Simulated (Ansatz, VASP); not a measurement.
## One calculation of AgCl, two programs

POSCAR

```
AgCl
1.0
    0.0000000000      2.7731838142      2.7731838142
    2.7731838142      0.0000000000      2.7731838142
    2.7731838142      2.7731838142      0.0000000000
Ag Cl
1 1
Direct
    0.0000000000      0.0000000000      0.0000000000
    0.5000000000      0.5000000000      0.5000000000
```

INCAR.step1

```
ALGO = Normal
EDIFF = 1E-5
ENCUT = 520
GGA = PE
ISIF = 2
ISMEAR = 0
LASPH = T
LREAL = F
LWAVE = T
NBANDS = 16
NELM = 100
PREC = Accurate
SIGMA = 0.01
```

INCAR.step2

```
AEXX = 0.2
ALGO = Normal
EDIFF = 1E-7
ENCUT = 520
GGA = PE
HFSCREEN = 0.5
ISIF = 2
ISMEAR = 0
ISTART = 1
LASPH = T
LCHARG = T
LELF = T
LHFCALC = T
LREAL = F
LVHAR = T
LWAVE = F
NBANDS = 16
NELM = 100
PREC = Accurate
PRECFOCK = Normal
SIGMA = 0.01
```

Contents of KPOINTS:

```
k-points
0
Gamma
  4 4 4
```

Input for Ansatz:

```yaml
crystal:
  lattice:
    - [0.0, 2.7731838142, 2.7731838142]
    - [2.7731838142, 0.0, 2.7731838142]
    - [2.7731838142, 2.7731838142, 0.0]
  atoms:
    - { symbol: Ag, position: [0.0, 0.0, 0.0] }
    - { symbol: Cl, position: [0.5, 0.5, 0.5] }
kpoints:
  mp_grid: { grid: [4, 4, 4] }
hamiltonian:
  xc: { exchange: pbe, correlation: pbe, exx: { coeff: 0.2, omega: 0.5 } }
scf:
  occupations: { method: fixed }
  n_extra_bands: 4
output:
  forces: true
  stress: true
  eigenvalues: true
```

Alike in both runs: task single point; functional PBE-based screened hybrid; k mesh 4 × 4 × 4; no spin polarisation.

|  | VASP | Ansatz |
| --- | --- | --- |
| version | VASP 6.6.1 | Ansatz 0.2.0 |
| potentials or method | VASP PAW PBE potentials, release 64 (Ag, Cl) | plane waves |
| plane-wave cutoff (eV) | 520 | 420 |
| occupations | gaussian, width 0.01 eV | fixed |
| valence electrons in the cell | 18 | 26 |

Ansatz gave:

```
gap on the k mesh at the Fermi level (eV) : 1.64
pressure (GPa)                            : 1.7
```

Question: What did VASP give for the same quantities?

Answer: gap on the k mesh at the Fermi level (eV): 1.62; pressure (GPa): 1.6.

VASP's potentials were made for PBE, not for PBE-based screened hybrid. VASP's potentials hold 18 valence electrons a cell and Ansatz's 26, so a difference there can come from the potentials and not from the codes. Ansatz's warnings: stress exchange threshold loose, stress scf threshold loose.

The k mesh is coarse, so the values compare programs but aren't converged.
